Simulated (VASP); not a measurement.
Input of a VASP 6.6.1 run:

INCAR

```
PREC = Accurate
ENCUT = 600
EDIFF = 1E-6
ISMEAR = 0
SIGMA = 0.02
LREAL = F
LASPH = T
NELM = 100
ALGO = Normal
ISIF = 3
LWAVE = F
LCHARG = F
GGA = PE
IVDW = 12
IBRION = 2
NSW = 70
EDIFFG = -0.02
```

KPOINTS

```
Automatic mesh
0
Gamma
  6 6 6
```

POSCAR

```
NaI
1.0
    0.0000000000      3.2186567800      3.2186567800
    3.2186567800      0.0000000000      3.2186567800
    3.2186567800      3.2186567800      0.0000000000
Na I
1 1
Direct
    0.0000000000      0.0000000000      0.0000000000
    0.5000000000      0.5000000000      0.5000000000
```

Potentials or basis: VASP PAW PBE potentials, release 64 (Na_pv, I).

Run with:

```bash
$ cat potpaw_PBE.64/Na_pv/POTCAR potpaw_PBE.64/I/POTCAR > POTCAR
$ mpirun -np 1 vasp_std > vasp.out
```

What does it give for the relaxed volume?

32.21 Å³/atom.

Predict the dispersion energy per atom.

-0.267 eV.

Estimate the space group after relaxing (to 0.1 Å).

Fm-3m (No. 225).

What does it give for the relaxed cell?

a = 4.500 Å, b = 4.500 Å, c = 4.500 Å, α = 60.00°, β = 60.00°, γ = 60.00°.

Final structure:
```yaml
crystal:
  lattice:
    - [0.00000, 3.18168, 3.18168]
    - [3.18168, 0.00000, 3.18168]
    - [3.18168, 3.18168, 0.00000]
  atoms:
    - { symbol: Na, position: [0.00000, 0.00000, 0.00000] }
    - { symbol: I, position: [0.50000, 0.50000, 0.50000] }
```
